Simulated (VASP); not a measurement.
Wanted: the native input for a VASP 6.6.1 run.

- Task: single point
- Functional: PBE
- Potentials or basis: VASP PAW PBE potentials, release 64 (V_sv)
- Cutoff: 520 eV
- k mesh: 16 × 16 × 12
- Occupations: gaussian, width 0.1 eV
- Spin: no spin polarisation
- Dipole correction: no
- Further INCAR settings: ALGO = Fast; EDIFF = 1e-07; NBANDS = 20

The structure of V lies in POSCAR:

```
V
1.0
    1.7937816526      1.7937816526      0.0000000000
   -1.7937816526      1.7937816526      0.0000000000
    0.0000000000      0.0000000000      3.5875633053
V
2
Direct
    0.0000000000      0.0000000000      0.0000000000
    0.5000000000      0.5000000000      0.5000000000
```

This cell differs from its parent crystal: equal strain along all axes, cell held: -6.0 %.

The input as run:

INCAR

```
ALGO = Fast
EDIFF = 1E-7
ENCUT = 520
GGA = PE
ISIF = 2
ISMEAR = 0
LASPH = T
LCHARG = T
LELF = T
LREAL = F
LVHAR = T
LWAVE = F
NBANDS = 20
NELM = 60
PREC = Accurate
SIGMA = 0.1
```

KPOINTS

```
k-points
0
Gamma
  16 16 12
```

Potentials or basis: VASP PAW PBE potentials, release 64 (V_sv).

The run is started by

```sh
$ cat potpaw_PBE.64/V_sv/POTCAR > POTCAR
$ mpirun -np 1 vasp_std > vasp.out
```

It gave:

```yaml
Pressure: 46.8 GPa
Band_gap_on_the_k_mesh: zero (band 13 reaches 16.02 eV, above the bottom of band 14 at 10.95 eV)
```

Caveat: the cell differs from its parent crystal (equal strain along all axes, cell held: -6.0 %).

Run time: 50 s on 1 thread of Intel(R) Xeon(R) 6975P-C (Granite Rapids), with other jobs on the host, peak memory 0.21 GiB.
